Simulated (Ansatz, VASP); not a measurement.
## Two plane-wave programs on B

```
B
1.0
     0.00000    2.00845    2.00845
     2.00845    0.00000    2.00845
     2.00845    2.00845    0.00000
B
2
Direct
  0.12500 0.12500 0.12500
  0.87500 0.87500 0.87500
```

Alike in both runs: task single point; functional revPBE; k mesh 15 × 15 × 15; occupations fermi-dirac, width 0.1 eV; no spin polarisation.

```csv
,VASP,Ansatz
version,VASP 6.6.1,Ansatz 0.2.0
potentials or method,"VASP PAW PBE potentials, release 64 (B), cutoff 520 eV","plane waves (420 eV) with PAW, scalar-relativistic"
valence electrons in the cell,6,6
```

|  | VASP | Ansatz | Ansatz less VASP |
| --- | --- | --- | --- |
| pressure (GPa) | 7.4 | 7.4 | +0.07 |

VASP's potentials were made for PBE, not for revPBE.
